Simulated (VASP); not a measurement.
# Zr9O16 (a cell with a defect) in VASP: relaxation of the atoms with PBE

Aim: the relaxation of the atoms of Zr9O16 (a cell with a defect) with PBE.

Everything below comes from runs of VASP 6.6.1. Logs are shortened: lines on timing, memory, paths and dates and some standing lists are left out, and cuts for length are marked.

### 1 The cell of the first run

The cell holds a defect, 25 atoms: a = 7.235 Å, b = 7.235 Å, c = 7.235 Å, α = 60.00°, β = 60.00°, γ = 60.00°.

### 2 Relaxation of the atoms, PBE (with an interstitial atom)

Contents of INCAR:

```
SYSTEM = Zr9O16
PREC = Accurate
ENCUT = 520
EDIFF = 1E-7
ISMEAR = 0
SIGMA = 0.01
LREAL = .FALSE.
LASPH = .TRUE.
NELM = 120
ALGO = Normal
ISIF = 2
LWAVE = .FALSE.
LCHARG = .FALSE.
GGA = PE
IBRION = 2
NSW = 65
EDIFFG = -0.025
GGA_COMPAT = .FALSE.
NELMIN = 4
KPAR = 2
NCORE = 2
```

Contents of KPOINTS:

```
regular mesh
0
G
  2 2 2
  0 0 0
```

Contents of POSCAR:

```
Zr9O16
1.0
   -5.1158283606      5.1158283606      0.0000000000
   -5.1158283606      0.0000000000      5.1158283606
    0.0000000000      5.1158283606      5.1158283606
Zr O
9 16
Direct
    1.0121172535      0.9897380797      0.4915801163
    0.5000000000      1.0000000000      0.5000000000
    1.0000000000      0.5000000000      0.5000000000
    1.0000000000      1.0000000000      0.0000000000
    0.5000000000      0.5000000000      0.5000000000
    0.4817549690      1.0004964671      0.0072866046
    1.0137385080      0.4833510921      0.0016135908
    0.5039030798      0.4979907004     -0.0005845164
    0.7460858832      0.7536991046      0.7564004689
    0.8742730935      0.8623948940      0.3682507166
    0.3750000000      0.8750000000      0.3750000000
    0.8750000000      0.3750000000      0.3750000000
    0.8774365758      0.8811317530      0.8764029447
    0.3750000000      0.3750000000      0.3750000000
    0.3895315458      0.8751197886      0.8815729527
    0.8784210706      0.3853032699      0.8649852886
    0.3750000000      0.3750000000      0.8750000000
    0.6124332350      0.6305449512      0.1203447676
    0.1250000000      0.6250000000      0.1250000000
    0.6250000000      0.1250000000      0.1250000000
    0.6038803502      0.6221939664      0.6500048088
    0.1250000000      0.1250000000      0.1250000000
    0.1263779883      0.6271070270      0.6089300379
    0.6383803761      0.1091212167      0.6259519494
    0.1250000000      0.1250000000      0.6250000000
```

Potentials or basis: VASP PAW PBE potentials, release 64 (Zr_sv, O).

Launch:

```sh
$ cat potpaw_PBE.64/Zr_sv/POTCAR potpaw_PBE.64/O/POTCAR > POTCAR
$ mpirun -np 4 vasp_std > vasp.out
```

OUTCAR:

```text
SYSTEM = Zr9O16
   PREC = Accurate
   ENCUT = 520
   EDIFF = 1E-7
   ISMEAR = 0
   LREAL = .FALSE.
   LASPH = .TRUE.
   NELM = 120
   ISIF = 2
   GGA = PE
   IBRION = 2
   NSW = 65
   EDIFFG = -0.025
   NELMIN = 4

 ion  position               nearest neighbor table
   1  0.012  0.990  0.492-  23 2.14  11 2.14  22 2.17  24 2.21  25 2.26  13 2.28  12 2.28  10 2.30
                             9 2.57   6 3.45   5 3.54   3 3.56   7 3.56   4 3.56   2 3.60   2 3.64
   2  0.500  0.000  0.500-  24 2.21  10 2.21  14 2.22  20 2.22  11 2.22  25 2.22  21 2.24  15 2.26
                             9 2.57   1 3.60   6 3.61   8 3.61   4 3.62   5 3.62   3 3.62   5 3.62
   3  0.000  0.500  0.500-  23 2.14  10 2.14  16 2.16  12 2.22  19 2.22  14 2.22  25 2.22  21 2.34
                             9 2.61   1 3.56   8 3.60   5 3.62   4 3.62   2 3.62   4 3.62   2 3.62
   4  0.000  0.000  0.000-  13 2.16  10 2.18  19 2.22  20 2.22  22 2.22  25 2.22  16 2.28  15 2.30
                             6 3.51   7 3.55   1 3.56   8 3.60   2 3.62   3 3.62   3 3.62   2 3.62
   5  0.500  0.500  0.500-  23 2.21  12 2.22  14 2.22  17 2.22  11 2.22  21 2.23  18 2.24  24 2.31
                             1 3.54   7 3.58   6 3.59   8 3.61   3 3.62   2 3.62   2 3.62   3 3.62
   6  0.482  0.000  0.007-  15 2.03  22 2.11  11 2.17  18 2.19  17 2.22  24 2.26  20 2.28  13 2.34
                             9 2.55   7 3.44   1 3.45   4 3.51   8 3.59   5 3.59   2 3.61   2 3.63
   7  0.014  0.483  0.002-  22 2.12  17 2.14  16 2.19  12 2.21  19 2.23  23 2.32  13 2.35  18 2.37
                             9 2.63   6 3.44   4 3.55   1 3.56   5 3.58   8 3.59   3 3.62   3 3.62
   8  0.504  0.498  0.999-  21 2.07  18 2.14  20 2.20  16 2.21  14 2.22  17 2.22  15 2.23  19 2.24
                             9 2.55   6 3.59   7 3.59   4 3.60   3 3.60   2 3.61   5 3.61   5 3.62
   9  0.746  0.754  0.756-  24 2.10  15 2.11  18 2.15  16 2.18  13 2.24  21 2.25  23 2.25  10 2.30
                             8 2.55   6 2.55   2 2.57   1 2.57   3 2.61   7 2.63
  10  0.874  0.862  0.368-   3 2.14   4 2.18   2 2.21   1 2.30   9 2.30
  11  0.375  0.875  0.375-   1 2.14   6 2.17   5 2.22   2 2.22
  12  0.875  0.375  0.375-   7 2.21   5 2.22   3 2.22   1 2.28
  13  0.877  0.881  0.876-   4 2.16   9 2.24   1 2.28   6 2.34   7 2.35
  14  0.375  0.375  0.375-   2 2.22   3 2.22   5 2.22   8 2.22
  15  0.390  0.875  0.882-   6 2.03   9 2.11   8 2.23   2 2.26   4 2.30
  16  0.878  0.385  0.865-   3 2.16   9 2.18   7 2.19   8 2.21   4 2.28
  17  0.375  0.375  0.875-   7 2.14   6 2.22   5 2.22   8 2.22
  18  0.612  0.631  0.120-   8 2.14   9 2.15   6 2.19   5 2.24   7 2.37
  19  0.125  0.625  0.125-   3 2.22   4 2.22   7 2.23   8 2.24
  20  0.625  0.125  0.125-   8 2.20   4 2.22   2 2.22   6 2.28
  21  0.604  0.622  0.650-   8 2.07   5 2.23   2 2.24   9 2.25   3 2.34
  22  0.125  0.125  0.125-   6 2.11   7 2.12   1 2.17   4 2.22
  23  0.126  0.627  0.609-   3 2.14   1 2.14   5 2.21   9 2.25   7 2.32
  24  0.638  0.109  0.626-   9 2.10   1 2.21   2 2.21   6 2.26   5 2.31
  25  0.125  0.125  0.625-   2 2.22   3 2.22   4 2.22   1 2.26

  LATTYP: Found a face centered cubic cell.
 ALAT       =    10.2316567212

  Lattice vectors:

 A1 = (  -5.1158283606,   5.1158283606,   0.0000000000)
 A2 = (  -5.1158283606,   0.0000000000,   5.1158283606)
 A3 = (   0.0000000000,   5.1158283606,   5.1158283606)

Analysis of symmetry for initial positions (statically):
=====================================================================
 Subroutine PRICEL returns:
 Original cell was already a primitive cell.

 Routine SETGRP: Setting up the symmetry group for a
 face centered cubic supercell.

 Subroutine GETGRP returns: Found  1 space group operations
 (whereof  1 operations were pure point group operations)
 out of a pool of 48 trial point group operations.

The static configuration has the point symmetry C_1 .

Analysis of symmetry for dynamics (positions and initial velocities):
=====================================================================
 Subroutine PRICEL returns:
 Original cell was already a primitive cell.

 Routine SETGRP: Setting up the symmetry group for a
 face centered cubic supercell.

 Subroutine GETGRP returns: Found  1 space group operations
 (whereof  1 operations were pure point group operations)
 out of a pool of 48 trial point group operations.

The dynamic configuration has the point symmetry C_1 .

 Subroutine INISYM returns: Found  1 space group operations
 (whereof  1 operations are pure point group operations),
 and found     1 'primitive' translations

----------------------------------------------------------------------------------------

                                     Primitive cell

  volume of cell :     267.7798

  direct lattice vectors                    reciprocal lattice vectors
    -5.115828361  5.115828361  0.000000000    -0.097735883  0.097735883 -0.097735883
    -5.115828361  0.000000000  5.115828361    -0.097735883 -0.097735883  0.097735883
[... 111 lines left out ...]
   LASPH  =      T    aspherical Exc in radial PAW
   ENCUT  =  520.0 eV  38.22 Ry    6.18 a.u.  13.45 13.45 13.45*2*pi/ulx,y,z
   NELM   =    120;   NELMIN=  4; NELMDL= -5     # of ELM steps
   EDIFF  = 0.1E-06   stopping-criterion for ELM
   LREAL  =      F    real-space projection
   EDIFFG = -.3E-01   stopping-criterion for IOM
   NSW    =     65    number of steps for IOM
   IBRION =      2    ionic relax: 0-MD 1-quasi-New 2-CG
   NFREE  =      1    steps in history (QN), initial steepest desc. (CG)
   ISIF   =      2    stress and relaxation
   ISYM   =      2    0-nonsym 1-usesym 2-fastsym
   POTIM  = 0.5000    time-step for ionic-motion
   TEBEG  =    0.0;   TEEND  =   0.0 temperature during run
   PSTRESS=    0.0 pullay stress
   NELECT =     204.0000    total number of electrons
   NUPDOWN=      -1.0000    fix difference up-down
   EMIN   =  10.00;   EMAX   =-10.00  energy-range for DOS
   EFERMI =   0.00;   METHOD = LEGACY
   ISMEAR =     0;   SIGMA  =   0.01  broadening in eV -4-tet -1-fermi 0-gaus
   EFERMI_NEDOS =   21; number of points for ismear=-14 and -15
   IALGO  =     38    algorithm
   IMIX   =      4    mixing-type and parameters
     AMIX     =   0.40;   BMIX     =  1.00
     AMIX_MAG =   1.60;   BMIX_MAG =  1.00
  volume/ion in A,a.u.               =      10.71        72.28
  Fermi-wavevector in a.u.,A,eV,Ry     =   1.495176  2.825473 30.416513  2.235551
  Thomas-Fermi vector in A             =   2.607354
   LORBIT       =      0    0 simple, 1 ext, 2 COOP (PROOUT), +10 PAW based schemes
   GGA     = PE    functional components
   LHFCALC =     F    Hartree Fock is set to
   AEXX    =    0.0000 exact exchange contribution
   IVDW    =     0    specifies the selected vdW correction
   LEPSILON=     F    determine dielectric tensor
   LRPA    =     F    only Hartree local field effects (RPA)
 conjugate gradient relaxation of ions
 non-spin polarized calculation
 Gauss-broadening in eV      SIGMA  =   0.01
  energy-cutoff  :      520.00
  volume of cell :      267.78
 maximum number of plane-waves:      7239
 NGX is ok and might be reduce to    54
   NGX = 27   NGY = 27   NGZ = 27

--------------------------------------- Ionic step        1  -------------------------------------------

 number of electron     203.9999970 magnetization

 Free energy of the ion-electron system (eV)
  ---------------------------------------------------
  ext. energy  EPLUGINS =         0.00000000
  ---------------------------------------------------
  free energy    TOTEN  =      -231.70509723 eV

  energy without entropy =     -231.70509723  energy(sigma->0) =     -231.70509723

 E-fermi :   9.9242     XC(G=0): -12.0614

 val. band max:        9.7557968846   @ k =   0.0000   0.5000   0.5000
 cond. band min:      11.4804934469   @ k =   0.5000   0.5000   0.0000
 fundamental gap:      1.7246965623
 Fermi energy:         9.9242097045

 k-point     1 :       0.0000    0.0000    0.0000
  band No.  band energies     occupation
      1     -40.4647      2.00000
      2     -40.3274      2.00000
      3     -39.7719      2.00000
      4     -39.6930      2.00000
      5     -39.6164      2.00000
      6     -39.5619      2.00000
[... 925 lines left out ...]
    113      12.5918      0.00000
    114      12.6946      0.00000
 [bands above 114 left out]

------------------------ aborting loop because EDIFF is reached ----------------------------------------

  FORCE on cell =-STRESS in cart. coord.  units (eV):
  Direction    XX          YY          ZZ          XY          YZ          ZX
  --------------------------------------------------------------------------------------
  -------------------------------------------------------------------------------------
  Total       31.3296460     29.8237675     30.1825145      1.2454189     -0.9931115     -1.3251231
  in kB      187.4511802    178.4412250    180.5876761      7.4515759     -5.9419733     -7.9284616
  external PRESSURE =     182.1600271 kB  Pullay stress =       0.0000000 kB
[... 158 lines left out ...]
  FREE ENERGIE OF THE ION-ELECTRON SYSTEM (eV)
  ---------------------------------------------------
  free  energy   TOTEN  =      -233.8543699206 eV

  energy  without entropy=     -233.8543699206  energy(sigma->0) =     -233.85436992

[... ionic steps 4 to 13 ...]

--------------------------------------- Ionic step       14  -------------------------------------------

 number of electron     204.0000006 magnetization

------------------------ aborting loop because EDIFF is reached ----------------------------------------
[... 113 lines left out ...]
--------------------------------------- Ionic step       16  -------------------------------------------

 number of electron     204.0000007 magnetization

 Free energy of the ion-electron system (eV)
  ---------------------------------------------------
  ext. energy  EPLUGINS =         0.00000000
  ---------------------------------------------------
  free energy    TOTEN  =      -234.11912564 eV

  energy without entropy =     -234.11912564  energy(sigma->0) =     -234.11912564

 E-fermi :  10.1633     XC(G=0): -12.0876

 val. band max:       10.0193809468   @ k =   0.5000   0.5000   0.5000
 cond. band min:      11.4525542880   @ k =   0.0000   0.0000   0.0000
 fundamental gap:      1.4331733412
 Fermi energy:        10.1632984368

 k-point     1 :       0.0000    0.0000    0.0000
  band No.  band energies     occupation
      1     -40.2470      2.00000
      2     -40.2448      2.00000
      3     -39.6176      2.00000
      4     -39.5665      2.00000
      5     -39.5640      2.00000
      6     -39.5575      2.00000
[... 925 lines left out ...]
    113      12.6124      0.00000
    114      12.6133      0.00000
 [bands above 114 left out]

------------------------ aborting loop because EDIFF is reached ----------------------------------------

  FORCE on cell =-STRESS in cart. coord.  units (eV):
  Direction    XX          YY          ZZ          XY          YZ          ZX
  --------------------------------------------------------------------------------------
  -------------------------------------------------------------------------------------
  Total       24.9136857     24.7965895     24.8381932      0.0090615     -0.0280810      0.0117352
  in kB      149.0632798    148.3626708    148.6115940      0.0542166     -0.1680139      0.0702141
  external PRESSURE =     148.6791815 kB  Pullay stress =       0.0000000 kB
[... 40 lines left out ...]
  FREE ENERGIE OF THE ION-ELECTRON SYSTEM (eV)
  ---------------------------------------------------
  free  energy   TOTEN  =      -234.1191256426 eV

  energy  without entropy=     -234.1191256426  energy(sigma->0) =     -234.11912564

 reached required accuracy - stopping structural energy minimisation
```

It took 25 min on 4 MPI ranks of AMD EPYC 7R43 (Zen 3), shared host; peak memory 0.3 GiB.

What came out:

- Free energy: -234.1191 eV
- Energy gained by relaxing: 96.6 meV/atom
- Ionic steps: 16
- Pressure after relaxing: 14.9 GPa
- Largest force after relaxing: 0.023 eV/Å
- Band gap on the k mesh: 1.43 eV

Forces on the atoms (eV/Å):
```
Zr   0.003 -0.003 -0.004
Zr   0.004  0.000  0.008
Zr   0.011 -0.007 -0.016
Zr   0.000 -0.005 -0.006
Zr   0.009 -0.005 -0.014
Zr  -0.005  0.001 -0.004
Zr  -0.007  0.004  0.003
Zr   0.015  0.002  0.016
Zr  -0.006 -0.001  0.020
O   -0.003 -0.002 -0.010
O   -0.020  0.000 -0.003
O   -0.014 -0.005  0.001
O    0.000  0.017  0.008
O    0.013 -0.001  0.008
O   -0.009  0.001  0.012
O   -0.007  0.000 -0.006
O   -0.002 -0.003  0.000
O    0.011 -0.003 -0.001
O    0.001  0.002 -0.004
O   -0.010  0.004  0.004
O    0.009  0.006  0.000
O    0.004  0.004  0.001
O   -0.013  0.000  0.002
O   -0.001  0.002 -0.003
O    0.018 -0.009 -0.011
```

Step by step:
```tsv
step	energy change (eV)	largest force (eV/Å)	pressure (GPa)
1	0.0000	5.3465	18.22
2	-1.1203	4.2100	16.76
3	-2.1493	1.8976	15.51
4	-2.2911	1.7012	15.02
5	-2.3192	0.6790	15.07
6	-2.3890	0.2151	14.81
7	-2.3893	0.2274	14.80
8	-2.4048	0.1820	14.89
9	-2.4057	0.1975	14.92
10	-2.4110	0.1193	14.88
11	-2.4111	0.1738	14.88
12	-2.4126	0.1245	14.84
13	-2.4129	0.0718	14.85
14	-2.4136	0.0312	14.86
15	-2.4137	0.0312	14.87
16	-2.4140	0.0232	14.87
```

Final structure:
```xyz
25
Lattice="-5.1158 5.1158 0.0000 -5.1158 0.0000 5.1158 0.0000 5.1158 5.1158" Properties=species:S:1:pos:R:3 pbc="T T T"
Zr   -0.1255    2.5613    2.5546
Zr   -2.5544    4.9875    2.5514
Zr   -2.5563    2.5618    4.9798
Zr   -5.1107    0.0029    5.1101
Zr   -5.1119    5.1192    5.1113
Zr   -2.5510    2.5597    0.1240
Zr   -2.5515    0.1323    2.5526
Zr   -4.9814    2.5595    2.5496
Zr   -7.6688    7.6757    7.6672
O    -8.9231    6.3766    6.3619
O    -6.4071    3.8540    6.3691
O    -6.4087    6.3834    3.8523
O    -8.9248    8.9731    8.9728
O    -3.8156    3.8542    3.8500
O    -6.4136    6.3773    8.9732
O    -6.4129    8.9746    6.3625
O    -3.8118    6.3818    6.3680
O    -6.3531    3.8356    3.8195
O    -3.8615    1.2841    3.8212
O    -3.8597    3.8348    1.2809
O    -6.3515    6.4004    6.4008
O    -1.2440    1.2845    1.2829
O    -3.8692    3.8348    6.3997
O    -3.8706    6.4007    3.8190
O    -1.2475    3.8370    3.8230
```

Caveat: the k points lie up to 0.53 Å⁻¹ apart; the cell differs from its parent crystal (with an interstitial atom).
